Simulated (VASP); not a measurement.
A run of VASP 6.6.1 is set up as follows.

Contents of INCAR:

```
SYSTEM = ZnO
  PREC = Accurate
  ENCUT = 520
  EDIFF = 1E-7
  ISMEAR = 0
  SIGMA = 0.1
  LREAL = .False.
  LASPH = .True.
  NELM = 100
  ALGO = Normal
  ISIF = 2
  LWAVE = .False.
  LCHARG = .False.
  GGA = PE
  NBANDS = 26
```

KPOINTS

```
regular mesh
0
Gamma
  6 6 4
  0 0 0
```

POSCAR

```
ZnO
1.0
    3.2802739015      0.0000000000      0.0000000000
   -1.6401369507      2.8408005301      0.0000000000
    0.0000000000      0.0000000000      5.2913392517
Zn O
2 2
Direct
    0.6666666667      0.3333333333      0.4978414812
    0.3333333333      0.6666666667     -0.0021585188
    0.6666666667      0.3333333333      0.8771585188
    0.3333333333      0.6666666667      0.3771585188
```

Potentials or basis: VASP PAW PBE potentials, release 64 (Zn, O).

Command:

```console
$ cat potpaw_PBE.64/Zn/POTCAR potpaw_PBE.64/O/POTCAR > POTCAR
$ mpirun -np 1 vasp_std > vasp.out
```

(1) What does it give for the largest force?

(2) Predict the pressure.

## Answers

(1) 0.004 eV/Å.

(2) 0.9 GPa.
